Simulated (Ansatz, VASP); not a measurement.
# InAs: VASP beside Ansatz

```
CELL_PARAMETERS angstrom
0.00000 3.04415 3.04415
3.04415 0.00000 3.04415
3.04415 3.04415 0.00000
ATOMIC_POSITIONS crystal
In 0.00000 0.00000 0.00000
As 0.25000 0.25000 0.25000
```

Alike in both runs: task single point; functional r2SCAN; k mesh 10 × 10 × 10; occupations gaussian, width 0.1 eV; no spin polarisation.

|  | VASP | Ansatz |
| --- | --- | --- |
| version | VASP 6.6.1 | Ansatz 0.2.0 |
| potentials or method | VASP PAW PBE potentials, release 64 (In_d, As), cutoff 520 eV | plane-wave PAW, scalar-relativistic |
| valence electrons in the cell | 18 | 28 |

|  | VASP | Ansatz | Ansatz less VASP |
| --- | --- | --- | --- |
| pressure (GPa) | 0.6 | 0.6 | -0.02 |

VASP's potentials were made for PBE, not for r2SCAN. The functional is the same, so the differences come from potentials, cutoffs and numerics. VASP's potentials hold 18 valence electrons a cell and Ansatz's 28, so a difference there can come from the potentials and not from the codes.
